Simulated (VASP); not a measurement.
# As2Se (I4_1/amd) in VASP: further runs

As2Se is run at these levels: PBE; tasks: single point.

Everything below comes from runs of VASP 6.6.1. Logs are shortened: lines on timing, memory, paths and dates and some standing lists are left out, and cuts for length are marked.

## (1) The cell of the first run

The structure is tetragonal, space group I4_1/amd (No. 141). Conventional cell: a = 7.059 Å, b = 7.059 Å, c = 5.307 Å, α = 90.00°, β = 90.00°, γ = 90.00°. Within 3.5 Å of As (site symmetry 2/m) lie 2 Se at 2.66 Å and 4 As at 2.83 Å. Se (site symmetry -4m2) has 4 As at 2.66 Å within 3.5 Å.

## (2) Single point, PBE

File INCAR:

```
  PREC = Accurate
  ENCUT = 520
  EDIFF = 1E-7
  ISMEAR = 0
  SIGMA = 0.1
  LREAL = False
  LASPH = True
  NELM = 80
  ALGO = Normal
  ISIF = 2
  LWAVE = False
  LCHARG = False
  GGA = PE
  NBANDS = 25
```

File KPOINTS:

```
Automatic mesh
0
Gamma
  8 8 8
```

File POSCAR:

```
As2Se
1.0
   -3.5294180000      3.5294180000      2.6535710000
    3.5294180000     -3.5294180000      2.6535710000
    3.5294180000      3.5294180000     -2.6535710000
As Se
4 2
Direct
    0.8750000000      0.1250000000      0.7500000000
    0.3750000000      0.1250000000      0.2500000000
    0.8750000000      0.6250000000      0.7500000000
    0.8750000000      0.1250000000      0.2500000000
    0.5000000000      0.5000000000      0.0000000000
    0.2500000000      0.7500000000      0.5000000000
```

Potentials or basis: VASP PAW PBE potentials, release 64 (As, Se).

Run with:

```bash
$ cat potpaw_PBE.64/As/POTCAR potpaw_PBE.64/Se/POTCAR > POTCAR
$ mpirun -np 1 vasp_std > vasp.out
```

OUTCAR:

```text
PREC = Accurate
   ENCUT = 520
   EDIFF = 1E-7
   ISMEAR = 0
   LREAL = False
   LASPH = True
   NELM = 80
   ISIF = 2
   GGA = PE

 ion  position               nearest neighbor table
   1  0.875  0.125  0.750-   5 2.66   6 2.66   4 2.83   4 2.83   3 2.83   3 2.83
   2  0.375  0.125  0.250-   5 2.66   6 2.66   3 2.83   4 2.83   4 2.83   3 2.83
   3  0.875  0.625  0.750-   5 2.66   6 2.66   1 2.83   2 2.83   1 2.83   2 2.83
   4  0.875  0.125  0.250-   6 2.66   5 2.66   2 2.83   1 2.83   1 2.83   2 2.83
   5  0.500  0.500  0.000-   4 2.66   2 2.66   3 2.66   1 2.66
   6  0.250  0.750  0.500-   1 2.66   2 2.66   3 2.66   4 2.66

  LATTYP: Found a body centered tetragonal cell.
 ALAT       =     7.0588360000
 C/A-ratio  =     0.7518437884

  Lattice vectors:

 A1 = (  -3.5294180000,   3.5294180000,   2.6535710000)
 A2 = (   3.5294180000,  -3.5294180000,   2.6535710000)
 A3 = (   3.5294180000,   3.5294180000,  -2.6535710000)

Analysis of symmetry for initial positions (statically):
=====================================================================
 Subroutine PRICEL returns:
 Original cell was already a primitive cell.

 Routine SETGRP: Setting up the symmetry group for a
 body centered tetragonal supercell.

 Subroutine GETGRP returns: Found 16 space group operations
 (whereof  8 operations were pure point group operations)
 out of a pool of 16 trial point group operations.

The static configuration has the point symmetry D_2d.
 The point group associated with its full space group is D_4h.

Analysis of symmetry for dynamics (positions and initial velocities):
=====================================================================
 Subroutine PRICEL returns:
 Original cell was already a primitive cell.

 Routine SETGRP: Setting up the symmetry group for a
 body centered tetragonal supercell.

 Subroutine GETGRP returns: Found 16 space group operations
 (whereof  8 operations were pure point group operations)
 out of a pool of 16 trial point group operations.

The dynamic configuration has the point symmetry D_2d.
 The point group associated with its full space group is D_4h.

 Subroutine INISYM returns: Found 16 space group operations
 (whereof  8 operations are pure point group operations),
 and found     1 'primitive' translations

----------------------------------------------------------------------------------------

                                     Primitive cell

  volume of cell :     132.2199

[... 94 lines left out ...]
   ENCUT  =  520.0 eV  38.22 Ry    6.18 a.u.  10.51 10.51 10.51*2*pi/ulx,y,z
   NELM   =     80;   NELMIN=  2; NELMDL= -5     # of ELM steps
   EDIFF  = 0.1E-06   stopping-criterion for ELM
   LREAL  =      F    real-space projection
   EDIFFG = 0.1E-05   stopping-criterion for IOM
   NSW    =      0    number of steps for IOM
   IBRION =     -1    ionic relax: 0-MD 1-quasi-New 2-CG
   NFREE  =      0    steps in history (QN), initial steepest desc. (CG)
   ISIF   =      2    stress and relaxation
   ISYM   =      2    0-nonsym 1-usesym 2-fastsym
   POTIM  = 0.5000    time-step for ionic-motion
   TEBEG  =    0.0;   TEEND  =   0.0 temperature during run
   PSTRESS=    0.0 pullay stress
   NELECT =      32.0000    total number of electrons
   NUPDOWN=      -1.0000    fix difference up-down
   EMIN   =  10.00;   EMAX   =-10.00  energy-range for DOS
   EFERMI =   0.00;   METHOD = LEGACY
   ISMEAR =     0;   SIGMA  =   0.10  broadening in eV -4-tet -1-fermi 0-gaus
   EFERMI_NEDOS =   21; number of points for ismear=-14 and -15
   IALGO  =     38    algorithm
   IMIX   =      4    mixing-type and parameters
     AMIX     =   0.40;   BMIX     =  1.00
     AMIX_MAG =   1.60;   BMIX_MAG =  1.00
  volume/ion in A,a.u.               =      22.04       148.71
  Fermi-wavevector in a.u.,A,eV,Ry     =   1.020217  1.927930 14.161523  1.040843
  Thomas-Fermi vector in A             =   2.153774
   LORBIT       =      0    0 simple, 1 ext, 2 COOP (PROOUT), +10 PAW based schemes
   GGA     = PE    functional components
   LHFCALC =     F    Hartree Fock is set to
   AEXX    =    0.0000 exact exchange contribution
   IVDW    =     0    specifies the selected vdW correction
   LEPSILON=     F    determine dielectric tensor
   LRPA    =     F    only Hartree local field effects (RPA)
 non-spin polarized calculation
 Gauss-broadening in eV      SIGMA  =   0.10
  energy-cutoff  :      520.00
  volume of cell :      132.22
 maximum number of plane-waves:      3605
   NGX = 21   NGY = 21   NGZ = 21

 number of electron      31.9999999 magnetization

 Free energy of the ion-electron system (eV)
  ---------------------------------------------------
  ext. energy  EPLUGINS =         0.00000000
  ---------------------------------------------------
  free energy    TOTEN  =       -25.23290910 eV

  energy without entropy =      -25.22074048  energy(sigma->0) =      -25.22682479

 E-fermi :   4.7654     XC(G=0):  -9.9377

 val. band max:        4.7378148893   @ k =   0.5000  -0.0000   0.0000
 cond. band min:       4.7703479962   @ k =  -0.2500   0.5000   0.2500
 fundamental gap:      0.0325331069
 Fermi energy:         4.7653679982

 k-point     1 :       0.0000    0.0000    0.0000
  band No.  band energies     occupation
      1     -10.2956      2.00000
      2      -8.1538      2.00000
      3      -5.6487      2.00000
      4      -5.6168      2.00000
      5      -5.6168      2.00000
      6      -3.9473      2.00000
[... 661 lines left out ...]
     24       9.1931      0.00000
     25      10.7768      0.00000

 [... further k-points ...]
[... 5 lines left out ...]
  --------------------------------------------------------------------------------------
  -------------------------------------------------------------------------------------
  Total        0.1676213      0.1676213     -0.3169184      0.0000000      0.0000000      0.0000000
  in kB        2.0311542      2.0311542     -3.8402650      0.0000000      0.0000000      0.0000000
  external PRESSURE =       0.0740145 kB  Pullay stress =       0.0000000 kB

 VOLUME and BASIS-vectors are now :
 -----------------------------------------------------------------------------
  energy-cutoff  :      520.00
  volume of cell :      132.22
      direct lattice vectors                 reciprocal lattice vectors
    -3.529418000  3.529418000  2.653571000     0.000000000  0.141666416  0.188425333
     3.529418000 -3.529418000  2.653571000     0.141666416  0.000000000  0.188425333
     3.529418000  3.529418000 -2.653571000     0.141666416  0.141666416  0.000000000

 POSITION                                       TOTAL-FORCE (eV/Angst)
 -----------------------------------------------------------------------------------
      0.00000      5.29413      0.66339         0.000000     -0.000000      0.000000
     -0.00000      1.76471      0.66339         0.000000     -0.000000      0.000000
      1.76471      3.52942      1.99018         0.000000     -0.000000      0.000000
     -1.76471      3.52942      1.99018         0.000000     -0.000000      0.000000
      0.00000      0.00000      2.65357        -0.000000      0.000000      0.000000
      3.52942     -0.00000      1.32679         0.000000     -0.000000     -0.000000
 -----------------------------------------------------------------------------------
    total drift:                               -0.000000      0.000000     -0.000000

  FREE ENERGIE OF THE ION-ELECTRON SYSTEM (eV)
  ---------------------------------------------------
  free  energy   TOTEN  =       -25.2329091024 eV

  energy  without entropy=      -25.2207404815  energy(sigma->0) =      -25.22682479
```

OSZICAR:

```text
N       E                     dE             d eps       ncg     rms          rms(c)
DAV:   1     0.135965974694E+03    0.13597E+03   -0.12703E+04  2950   0.108E+03
DAV:   2    -0.141095686724E+02   -0.15008E+03   -0.14091E+03  3908   0.172E+02
DAV:   3    -0.251461904952E+02   -0.11037E+02   -0.10771E+02  3832   0.477E+01
DAV:   4    -0.252891136295E+02   -0.14292E+00   -0.14236E+00  3446   0.601E+00
DAV:   5    -0.252904364537E+02   -0.13228E-02   -0.13215E-02  3761   0.570E-01    0.596E+00
DAV:   6    -0.252253902387E+02    0.65046E-01   -0.11792E-01  3388   0.187E+00    0.361E+00
DAV:   7    -0.252317929605E+02   -0.64027E-02   -0.72968E-02  3390   0.124E+00    0.105E+00
DAV:   8    -0.252327043319E+02   -0.91137E-03   -0.32727E-03  3403   0.399E-01    0.117E-01
DAV:   9    -0.252328738187E+02   -0.16949E-03   -0.96727E-04  3434   0.185E-01    0.590E-02
DAV:  10    -0.252329022034E+02   -0.28385E-04   -0.87879E-05  3567   0.516E-02    0.164E-02
DAV:  11    -0.252329082345E+02   -0.60311E-05   -0.14945E-05  3213   0.253E-02    0.544E-03
DAV:  12    -0.252329091529E+02   -0.91836E-06   -0.21052E-06  3554   0.846E-03    0.277E-03
DAV:  13    -0.252329089405E+02    0.21239E-06   -0.30757E-07  3100   0.286E-03    0.870E-04
DAV:  14    -0.252329090578E+02   -0.11724E-06   -0.26029E-08  1650   0.795E-04    0.338E-04
DAV:  15    -0.252329091024E+02   -0.44673E-07   -0.47131E-09  1642   0.347E-04
   1 F= -.25232909E+02 E0= -.25226825E+02  d E =-.121686E-01
```

stdout:

```text
POSCAR found type information on POSCAR AsSe
 POSCAR found :  2 types and       6 ions
 scaLAPACK will be used
 LDA part: xc-table for (Slater+PW92), standard interpolation
 POSCAR, INCAR and KPOINTS ok, starting setup
 FFT: planning ... GRIDC
 FFT: planning ... GRID_SOFT
 FFT: planning ... GRID
 WAVECAR not read
 entering main loop
```

It took 3.1 min on 1 thread of Intel Xeon Platinum 8559C (Emerald Rapids), shared host; peak memory 0.35 GiB.

What came out:

```yaml
Free_energy: -25.2329 eV
Pressure: 0.0 GPa
Band_gap_on_the_k_mesh: zero (band 16 reaches 5.04 eV, above the bottom of band 17 at 4.64 eV)
```

Stress tensor (GPa, compression positive):
```
 0.20  0.00  0.00
 0.00  0.20  0.00
 0.00  0.00 -0.38
```

Levels at points of the mesh, in eV from the Fermi level:
| k point | band 12 | band 13 | band 14 | band 15 | band 16 | band 17 | band 18 | band 19 | band 20 | band 21 |
| --- | --- | --- | --- | --- | --- | --- | --- | --- | --- | --- |
| (0.00, 0.00, 0.00) | -2.85 | -2.85 | -2.66 | -2.66 | -1.04 | 2.31 | 3.01 | 3.01 | 3.51 | 3.94 |
| (0.50, 0.00, 0.00) | -2.46 | -1.75 | -1.42 | -0.47 | -0.03 | 0.19 | 0.47 | 1.47 | 2.58 | 2.98 |
| (0.50, 0.50, 0.00) | -2.24 | -1.34 | -1.34 | -1.14 | -1.14 | -0.04 | -0.04 | 1.86 | 1.86 | 3.77 |
| (0.50, 0.50, 0.50) | -2.44 | -0.67 | -0.67 | -0.31 | -0.31 | 0.29 | 0.29 | 0.44 | 0.44 | 2.60 |

## (3) Single point, PBE

File INCAR:

```
SYSTEM = As2Se
PREC     = Accurate       ! precision mode
ENCUT    = 520            ! plane-wave cutoff, eV
EDIFF    = 1E-6           ! SCF threshold, eV
ISMEAR   = 0              ! smearing method
SIGMA    = 0.1            ! smearing width, eV
LREAL    = .FALSE.        ! projectors in reciprocal space
LASPH    = .TRUE.         ! aspherical terms in the spheres
NELM     = 100            ! most SCF steps
ALGO     = Normal         ! electronic algorithm
ISIF     = 2              ! what is computed and relaxed
LWAVE    = .FALSE.        ! write WAVECAR
LCHARG   = .TRUE.         ! write CHGCAR
GGA      = PE             ! functional
LELF     = .TRUE.         ! ELF
LVHAR    = .TRUE.       
NBANDS   = 25             ! bands
```

File KPOINTS:

```
Automatic mesh
0
G
  8 8 8
  0 0 0
```

Changes to POSCAR since step 2:

```diff
@@ -2,5 +2,5 @@
 1.0
-   -3.5294180000      3.5294180000      2.6535710000
-    3.5294180000     -3.5294180000      2.6535710000
-    3.5294180000      3.5294180000     -2.6535710000
+   -3.5399918013      3.5399918013      2.6394969601
+    3.5399918013     -3.5399918013      2.6394969601
+    3.5399918013      3.5399918013     -2.6394969601
 As Se
```

Potentials or basis: VASP PAW PBE potentials, release 64 (As, Se).

Run with:

```bash
$ cat potpaw_PBE.64/As/POTCAR potpaw_PBE.64/Se/POTCAR > POTCAR
$ mpirun -np 1 vasp_std > vasp.out
```

OUTCAR:

```text
SYSTEM = As2Se
   PREC = Accurate
   ENCUT = 520
   EDIFF = 1E-6
   ISMEAR = 0
   LREAL = .FALSE.
   LASPH = .TRUE.
   NELM = 100
   ISIF = 2
   GGA = PE

 ion  position               nearest neighbor table
   1  0.875  0.125  0.750-   5 2.66   6 2.66   4 2.83   4 2.83   3 2.83   3 2.83
   2  0.375  0.125  0.250-   5 2.66   6 2.66   3 2.83   4 2.83   4 2.83   3 2.83
   3  0.875  0.625  0.750-   5 2.66   6 2.66   1 2.83   2 2.83   1 2.83   2 2.83
   4  0.875  0.125  0.250-   6 2.66   5 2.66   2 2.83   1 2.83   1 2.83   2 2.83
   5  0.500  0.500  0.000-   4 2.66   1 2.66   3 2.66   2 2.66
   6  0.250  0.750  0.500-   1 2.66   4 2.66   3 2.66   2 2.66

  LATTYP: Found a body centered tetragonal cell.
 ALAT       =     7.0799836026
 C/A-ratio  =     0.7456223371

  Lattice vectors:

 A1 = (  -3.5399918013,   3.5399918013,   2.6394969601)
 A2 = (   3.5399918013,  -3.5399918013,   2.6394969601)
 A3 = (   3.5399918013,   3.5399918013,  -2.6394969601)

Analysis of symmetry for initial positions (statically):
=====================================================================
 Subroutine PRICEL returns:
 Original cell was already a primitive cell.

[... 178 lines left out ...]

 E-fermi :   4.7663     XC(G=0):  -9.9323

 val. band max:        4.7626174841   @ k =   0.5000   0.5000   0.1250
 cond. band min:       4.7667157571   @ k =   0.5000   0.0000  -0.0000
 fundamental gap:      0.0040982731
 Fermi energy:         4.7662517007

 k-point     1 :       0.0000    0.0000    0.0000
  band No.  band energies     occupation
      1     -10.3085      2.00000
      2      -8.1817      2.00000
      3      -5.6337      2.00000
      4      -5.6337      2.00000
      5      -5.6221      2.00000
      6      -3.9572      2.00000
[... 661 lines left out ...]
     24       9.1975      0.00000
     25      10.7778      0.00000

 [... further k-points ...]
[... 5 lines left out ...]
  --------------------------------------------------------------------------------------
  -------------------------------------------------------------------------------------
  Total        0.0647337      0.0647337      0.0947506      0.0000000      0.0000000      0.0000000
  in kB        0.7838898      0.7838898      1.1473793      0.0000000      0.0000000      0.0000000
  external PRESSURE =       0.9050530 kB  Pullay stress =       0.0000000 kB

 VOLUME and BASIS-vectors are now :
 -----------------------------------------------------------------------------
  energy-cutoff  :      520.00
  volume of cell :      132.31
      direct lattice vectors                 reciprocal lattice vectors
    -3.539991801  3.539991801  2.639496960     0.000000000  0.141243265  0.189430034
     3.539991801 -3.539991801  2.639496960     0.141243265  0.000000000  0.189430034
     3.539991801  3.539991801 -2.639496960     0.141243265  0.141243265  0.000000000

 POSITION                                       TOTAL-FORCE (eV/Angst)
 -----------------------------------------------------------------------------------
      0.00000      5.30999      0.65987         0.000000      0.000000     -0.000000
     -0.00000      1.77000      0.65987         0.000000      0.000000     -0.000000
      1.77000      3.53999      1.97962         0.000000      0.000000     -0.000000
     -1.77000      3.53999      1.97962         0.000000      0.000000     -0.000000
      0.00000      0.00000      2.63950        -0.000000     -0.000000      0.000000
      3.53999     -0.00000      1.31975         0.000000      0.000000     -0.000000
 -----------------------------------------------------------------------------------
    total drift:                               -0.000000      0.000000     -0.000000

  FREE ENERGIE OF THE ION-ELECTRON SYSTEM (eV)
  ---------------------------------------------------
  free  energy   TOTEN  =       -25.2342474531 eV

  energy  without entropy=      -25.2223108622  energy(sigma->0) =      -25.22827916
```

OSZICAR:

```text
N       E                     dE             d eps       ncg     rms          rms(c)
DAV:   1     0.135570028248E+03    0.13557E+03   -0.12796E+04  2950   0.109E+03
DAV:   2    -0.142852845673E+02   -0.14986E+03   -0.14049E+03  3817   0.172E+02
DAV:   3    -0.251500326456E+02   -0.10865E+02   -0.10613E+02  3871   0.473E+01
DAV:   4    -0.252896704321E+02   -0.13964E+00   -0.13926E+00  3360   0.594E+00
DAV:   5    -0.252909668755E+02   -0.12964E-02   -0.12956E-02  3781   0.563E-01    0.598E+00
DAV:   6    -0.252267863343E+02    0.64181E-01   -0.11635E-01  3292   0.185E+00    0.362E+00
DAV:   7    -0.252331826452E+02   -0.63963E-02   -0.72968E-02  3443   0.124E+00    0.103E+00
DAV:   8    -0.252340349404E+02   -0.85230E-03   -0.32310E-03  3379   0.398E-01    0.118E-01
DAV:   9    -0.252342112242E+02   -0.17628E-03   -0.97436E-04  3376   0.185E-01    0.588E-02
DAV:  10    -0.252342405742E+02   -0.29350E-04   -0.86537E-05  3568   0.513E-02    0.161E-02
DAV:  11    -0.252342465597E+02   -0.59855E-05   -0.14764E-05  3215   0.252E-02    0.535E-03
DAV:  12    -0.252342474531E+02   -0.89333E-06   -0.19631E-06  1921   0.827E-03
   1 F= -.25234247E+02 E0= -.25228279E+02  d E =-.119366E-01
```

stdout:

```text
POSCAR found type information on POSCAR AsSe
 POSCAR found :  2 types and       6 ions
 scaLAPACK will be used
 LDA part: xc-table for (Slater+PW92), standard interpolation
 POSCAR, INCAR and KPOINTS ok, starting setup
 FFT: planning ... GRIDC
 FFT: planning ... GRID_SOFT
 FFT: planning ... GRID
 WAVECAR not read
 entering main loop
```

It took 3 min on 1 thread of Intel Xeon Platinum 8559C (Emerald Rapids), shared host; peak memory 0.35 GiB.

What came out:

| Quantity | Value |
| --- | --- |
| Free energy | -25.2342 eV |
| Pressure | 0.1 GPa |
| Band gap on the k mesh | zero (band 16 reaches 5.04 eV, above the bottom of band 17 at 4.63 eV) |

Levels at points of the mesh, in eV from the Fermi level:
```tsv
k point	band 13	band 14	band 15	band 16	band 17	band 18	band 19	band 20
(0.00, 0.00, 0.00)	-2.90	-2.65	-2.65	-1.08	2.35	3.00	3.00	3.47
(0.50, 0.00, 0.00)	-1.76	-1.45	-0.49	0.00	0.19	0.51	1.47	2.63
(0.50, 0.50, 0.00)	-1.34	-1.34	-1.15	-1.15	-0.05	-0.05	1.86	1.86
(0.50, 0.50, 0.50)	-0.67	-0.67	-0.34	-0.34	0.25	0.25	0.41	0.41
```
